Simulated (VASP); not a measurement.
# Hf in VASP: single point with PBEsol

Aim: the single point of Hf with PBEsol.

Program: VASP 6.6.1. These are calculated values, not measurements. Logs are shortened: lines on timing, memory, paths and dates and some standing lists are left out, and cuts for length are marked.

### Step 1. The cell of the first run

The cell holds a slab with vacuum, 8 atoms: a = 3.160 Å, b = 4.996 Å, c = 24.123 Å, α = 90.00°, β = 90.00°, γ = 90.00°.

### Step 2. Single point, PBEsol

The input, INCAR:

```
  PREC = Accurate
  ENCUT = 520
  EDIFF = 1E-7
  ISMEAR = 0
  SIGMA = 0.1
  LREAL = False
  LASPH = True
  NELM = 80
  ALGO = Normal
  ISIF = 2
  LWAVE = False
  LCHARG = True
  LDIPOL = True
  IDIPOL = 3
  DIPOL = 0.5 0.5 0.500
  GGA = PS
  LELF = True
  LVHAR = True
  LVACPOTAV = True
  NBANDS = 50
```

The input, KPOINTS:

```
regular mesh
0
Gamma
  11 7 1
```

The input, POSCAR:

```
Hf
1.0
    3.1602335628      0.0000000000      0.0000000000
    0.0000000000      4.9962247069      0.0000000000
    0.0000000000      0.0000000000     24.1228084910
Hf
8
Direct
    0.0000000000      0.2500000000      0.3149638431
    0.5000000000      0.7500000000      0.3509660117
    0.5000000000      0.2500000000      0.4233828771
    0.0000000000      0.7500000000      0.4629087722
    0.0000000000      0.2500000000      0.5370912186
    0.5000000000      0.7500000000      0.5766171106
    0.5000000000      0.2500000000      0.6490339909
    0.0000000000      0.7500000000      0.6850361758
```

Potentials or basis: VASP PAW PBE potentials, release 64 (Hf_pv).

Run with:

```sh
$ cat potpaw_PBE.64/Hf_pv/POTCAR > POTCAR
$ mpirun -np 1 vasp_std > vasp.out
```

OUTCAR:

```text
PREC = Accurate
   ENCUT = 520
   EDIFF = 1E-7
   ISMEAR = 0
   LREAL = False
   LASPH = True
   NELM = 80
   ISIF = 2
   GGA = PS

 ion  position               nearest neighbor table
   1  0.000  0.250  0.315-   3 3.06   3 3.06   2 3.08   2 3.08   2 3.08   2 3.08
   2  0.500  0.750  0.351-   3 3.05   3 3.05   1 3.08   1 3.08   1 3.08   1 3.08   4 3.13   4 3.13

   3  0.500  0.250  0.423-   2 3.05   2 3.05   1 3.06   1 3.06   4 3.11   4 3.11   4 3.11   4 3.11
                             5 3.17   5 3.17
   4  0.000  0.750  0.463-   5 3.07   5 3.07   3 3.11   3 3.11   3 3.11   3 3.11   2 3.13   2 3.13
                             6 3.17   6 3.17
   5  0.000  0.250  0.537-   4 3.07   4 3.07   6 3.11   6 3.11   6 3.11   6 3.11   7 3.13   7 3.13
                             3 3.17   3 3.17
   6  0.500  0.750  0.577-   7 3.05   7 3.05   8 3.06   8 3.06   5 3.11   5 3.11   5 3.11   5 3.11
                             4 3.17   4 3.17
   7  0.500  0.250  0.649-   6 3.05   6 3.05   8 3.08   8 3.08   8 3.08   8 3.08   5 3.13   5 3.13

   8  0.000  0.750  0.685-   6 3.06   6 3.06   7 3.08   7 3.08   7 3.08   7 3.08

  LATTYP: Found a simple orthorhombic cell.
 ALAT       =     3.1602335628
 B/A-ratio  =     1.5809669151
 C/A-ratio  =     7.6332359655

  Lattice vectors:

 A1 = (   3.1602335628,   0.0000000000,   0.0000000000)
 A2 = (   0.0000000000,   4.9962247069,   0.0000000000)
 A3 = (   0.0000000000,   0.0000000000,  24.1228084910)

Analysis of symmetry for initial positions (statically):
=====================================================================
 Subroutine PRICEL returns:
 Original cell was already a primitive cell.

 Routine SETGRP: Setting up the symmetry group for a
 simple orthorhombic supercell.

 Subroutine GETGRP returns: Found  8 space group operations
 (whereof  4 operations were pure point group operations)
 out of a pool of  8 trial point group operations.

The static configuration has the point symmetry C_2h.
 The point group associated with its full space group is D_2h.

Analysis of symmetry for dynamics (positions and initial velocities):
=====================================================================
 Subroutine PRICEL returns:
 Original cell was already a primitive cell.

 Routine SETGRP: Setting up the symmetry group for a
 simple orthorhombic supercell.

 Subroutine GETGRP returns: Found  8 space group operations
 (whereof  4 operations were pure point group operations)
 out of a pool of  8 trial point group operations.

The dynamic configuration has the point symmetry C_2h.
 The point group associated with its full space group is D_2h.

 Subroutine INISYM returns: Found  8 space group operations
 (whereof  4 operations are pure point group operations),
 and found     1 'primitive' translations

----------------------------------------------------------------------------------------

                                     Primitive cell

  volume of cell :     380.8807

  direct lattice vectors                    reciprocal lattice vectors
     3.160233563  0.000000000  0.000000000     0.316432308  0.000000000  0.000000000
     0.000000000  4.996224707  0.000000000     0.000000000  0.200151126  0.000000000
     0.000000000  0.000000000 24.122808491     0.000000000  0.000000000  0.041454543

  length of vectors
     3.160233563  4.996224707 24.122808491     0.316432308  0.200151126  0.041454543

  position of ions in fractional coordinates (direct lattice)
     0.000000000  0.250000000  0.314963843
     0.500000000  0.750000000  0.350966012
     0.500000000  0.250000000  0.423382877
     0.000000000  0.750000000  0.462908772
     0.000000000  0.250000000  0.537091219
     0.500000000  0.750000000  0.576617111
     0.500000000  0.250000000  0.649033991
     0.000000000  0.750000000  0.685036176

  ion indices of the primitive-cell ions
   primitive index   ion index
                 1           1
                 2           2
                 3           3
                 4           4
                 5           5
                 6           6
                 7           7
                 8           8

----------------------------------------------------------------------------------------

 KPOINTS: regular mesh

Automatic generation of k-mesh.
 Grid dimensions read from file:
 generate k-points for:   11    7    1

 Generating k-lattice:

  Cartesian coordinates                     Fractional coordinates (reciprocal lattice)
     0.028766573  0.000000000  0.000000000     0.090909091  0.000000000  0.000000000
     0.000000000  0.028593018  0.000000000     0.000000000  0.142857143  0.000000000
     0.000000000  0.000000000  0.041454543     0.000000000  0.000000000  1.000000000

  Length of vectors
     0.028766573  0.028593018  0.041454543

  Shift w.r.t. Gamma in fractional coordinates (k-lattice)
     0.000000000  0.000000000  0.000000000

 Subroutine IBZKPT returns following result:
 ===========================================

 Found     24 irreducible k-points:

 Following reciprocal coordinates:
            Coordinates               Weight
  0.000000  0.000000  0.000000      1.000000
  0.090909  0.000000  0.000000      2.000000
  0.181818  0.000000  0.000000      2.000000
  0.272727  0.000000  0.000000      2.000000
  0.363636  0.000000  0.000000      2.000000
  0.454545  0.000000  0.000000      2.000000
[... 16 lines left out ...]
  0.363636  0.428571  0.000000      4.000000
  0.454545  0.428571  0.000000      4.000000
   k-points           NKPTS =     24   k-points in BZ     NKDIM =     24   number of bands    NBANDS=     50
   number of dos      NEDOS =    301   number of ions     NIONS =      8
   total plane-waves  NPLWV = 172800
   dimension x,y,z NGX =    24 NGY =   40 NGZ =  180
   dimension x,y,z NGXF=    48 NGYF=   80 NGZF=  360
   ions per type =               8
   NGX,Y,Z   is equivalent  to a cutoff of  12.63, 13.31, 12.40 a.u.
   NGXF,Y,Z  is equivalent  to a cutoff of  25.25, 26.62, 24.81 a.u.
 SYSTEM =  unknown system
   PREC   = accura    normal or accurate (medium, high low for compatibility)
   ISTART =      0    job   : 0-new  1-cont  2-samecut
   ICHARG =      2    charge: 1-file 2-atom 10-const
   ISPIN  =      1    spin polarized calculation?
   LNONCOLLINEAR =      F non collinear calculations
   LSORBIT =      F    spin-orbit coupling
   LASPH  =      T    aspherical Exc in radial PAW
   ENCUT  =  520.0 eV  38.22 Ry    6.18 a.u.   5.88  9.29 44.85*2*pi/ulx,y,z
   NELM   =     80;   NELMIN=  2; NELMDL= -5     # of ELM steps
   EDIFF  = 0.1E-06   stopping-criterion for ELM
   LREAL  =      F    real-space projection
   EDIFFG = 0.1E-05   stopping-criterion for IOM
   NSW    =      0    number of steps for IOM
   IBRION =     -1    ionic relax: 0-MD 1-quasi-New 2-CG
   NFREE  =      0    steps in history (QN), initial steepest desc. (CG)
   ISIF   =      2    stress and relaxation
   ISYM   =      2    0-nonsym 1-usesym 2-fastsym
   POTIM  = 0.5000    time-step for ionic-motion
   TEBEG  =    0.0;   TEEND  =   0.0 temperature during run
   PSTRESS=    0.0 pullay stress
   NELECT =      80.0000    total number of electrons
   NUPDOWN=      -1.0000    fix difference up-down
   EMIN   =  10.00;   EMAX   =-10.00  energy-range for DOS
   EFERMI =   0.00;   METHOD = LEGACY
   ISMEAR =     0;   SIGMA  =   0.10  broadening in eV -4-tet -1-fermi 0-gaus
   EFERMI_NEDOS =   21; number of points for ismear=-14 and -15
   IALGO  =     38    algorithm
   IMIX   =      4    mixing-type and parameters
     AMIX     =   0.40;   BMIX     =  1.00
     AMIX_MAG =   1.60;   BMIX_MAG =  1.00
  volume/ion in A,a.u.               =      47.61       321.29
  Fermi-wavevector in a.u.,A,eV,Ry     =   0.973140  1.838967 12.884727  0.947001
  Thomas-Fermi vector in A             =   2.103495
   LORBIT       =      0    0 simple, 1 ext, 2 COOP (PROOUT), +10 PAW based schemes
   GGA     = PS    functional components
   LHFCALC =     F    Hartree Fock is set to
   AEXX    =    0.0000 exact exchange contribution
   IVDW    =     0    specifies the selected vdW correction
   LEPSILON=     F    determine dielectric tensor
   LRPA    =     F    only Hartree local field effects (RPA)
 non-spin polarized calculation
 Gauss-broadening in eV      SIGMA  =   0.10
  energy-cutoff  :      520.00
  volume of cell :      380.88
 maximum number of plane-waves:     10309
 NGX is ok and might be reduce to    24
   NGX = 11   NGY = 19   NGZ = 89

 dipolmoment           0.000000      0.000000     -0.000000 electrons x Angstroem

 number of electron      79.9999982 magnetization

 dipolmoment           0.000000      0.000000      0.000007 electrons x Angstroem

 Free energy of the ion-electron system (eV)
  ---------------------------------------------------
  ext. energy  EPLUGINS =         0.00000000
  ---------------------------------------------------
  free energy    TOTEN  =       -80.02324579 eV

  energy without entropy =      -79.97181631  energy(sigma->0) =      -79.99753105

 E-fermi :   0.1974     XC(G=0):  -6.0885

 val. band max:        0.1926042677   @ k =   0.1818   0.4286   0.0000
 cond. band min:       0.2178290297   @ k =   0.4545   0.2857   0.0000
 fundamental gap:      0.0252247620
 Fermi energy:         0.1973717360

 k-point     1 :       0.0000    0.0000    0.0000
  band No.  band energies     occupation
      1     -30.9067      2.00000
      2     -30.9024      2.00000
      3     -30.8974      2.00000
      4     -30.8848      2.00000
      5     -30.6705      2.00000
      6     -30.5083      2.00000
[... 42 lines left out ...]
     49       1.6871      0.00000
     50       1.9451      0.00000

 k-point     2 :       0.0909    0.0000    0.0000
  band No.  band energies     occupation
      1     -30.9014      2.00000
      2     -30.8970      2.00000
      3     -30.8809      2.00000
      4     -30.8690      2.00000
      5     -30.6569      2.00000
      6     -30.4984      2.00000
[... 1158 lines left out ...]
 k-point    24 :       0.4545    0.4286    0.0000
  band No.  band energies     occupation
      1     -30.8962      2.00000
      2     -30.8931      2.00000
      3     -30.8581      2.00000
      4     -30.8484      2.00000
      5     -30.8147      2.00000
      6     -30.8078      2.00000
[... 42 lines left out ...]
     49       2.1049      0.00000
     50       2.2954      0.00000

------------------------ aborting loop because EDIFF is reached ----------------------------------------

  FORCE on cell =-STRESS in cart. coord.  units (eV):
  Direction    XX          YY          ZZ          XY          YZ          ZX
  --------------------------------------------------------------------------------------
  -------------------------------------------------------------------------------------
  Total       -5.7564243     -2.9498000     -0.4018907      0.0000000      0.0000000      0.0000000
  in kB      -24.2144366    -12.4083532     -1.6905557      0.0000000      0.0000000      0.0000000
  external PRESSURE =     -12.7711151 kB  Pullay stress =       0.0000000 kB

 VOLUME and BASIS-vectors are now :
 -----------------------------------------------------------------------------
  energy-cutoff  :      520.00
  volume of cell :      380.88
      direct lattice vectors                 reciprocal lattice vectors
     3.160233563  0.000000000  0.000000000     0.316432308  0.000000000  0.000000000
     0.000000000  4.996224707  0.000000000     0.000000000  0.200151126  0.000000000
     0.000000000  0.000000000 24.122808491     0.000000000  0.000000000  0.041454543

 POSITION                                       TOTAL-FORCE (eV/Angst)
 -----------------------------------------------------------------------------------
      0.00000      1.24906      7.59781         0.000000      0.000000      0.036975
      1.58012      3.74717      8.46629        -0.000000     -0.000000      0.018986
      1.58012      1.24906     10.21318        -0.000000      0.000000     -0.027669
      0.00000      3.74717     11.16666        -0.000000      0.000000      0.003072
      0.00000      1.24906     12.95615        -0.000000     -0.000000     -0.003072
      1.58012      3.74717     13.90962        -0.000000     -0.000000      0.027669
      1.58012      1.24906     15.65652        -0.000000     -0.000000     -0.018986
      0.00000      3.74717     16.52500         0.000000     -0.000000     -0.036975
 -----------------------------------------------------------------------------------
    total drift:                                0.000000     -0.000000      0.000820

  FREE ENERGIE OF THE ION-ELECTRON SYSTEM (eV)
  ---------------------------------------------------
  free  energy   TOTEN  =       -80.0232457922 eV

  energy  without entropy=      -79.9718163079  energy(sigma->0) =      -79.99753105

 vacuum level on the upper side and lower side of the slab         4.179         4.179
```

Run time: 25 min. Hardware: 1 thread of AMD EPYC 7R43 (Zen 3), shared host; peak memory 0.61 GiB.

What came out:

```yaml
Free_energy: -80.0232 eV
Largest_force: 0.037 eV/Å
Band_gap_on_the_k_mesh: zero (bands 40 and 41 overlap by 0.53 eV)
```

Forces on the atoms (eV/Å):
```
Hf   0.000  0.000  0.037
Hf   0.000  0.000  0.019
Hf   0.000  0.000 -0.028
Hf   0.000  0.000  0.003
Hf   0.000  0.000 -0.003
Hf   0.000  0.000  0.028
Hf   0.000  0.000 -0.019
Hf   0.000  0.000 -0.037
```

Caveat: the PAW data sets were made with another functional, which shifts forces and pressure a little; spin-orbit coupling is left out, which moves the levels of the heavy elements.
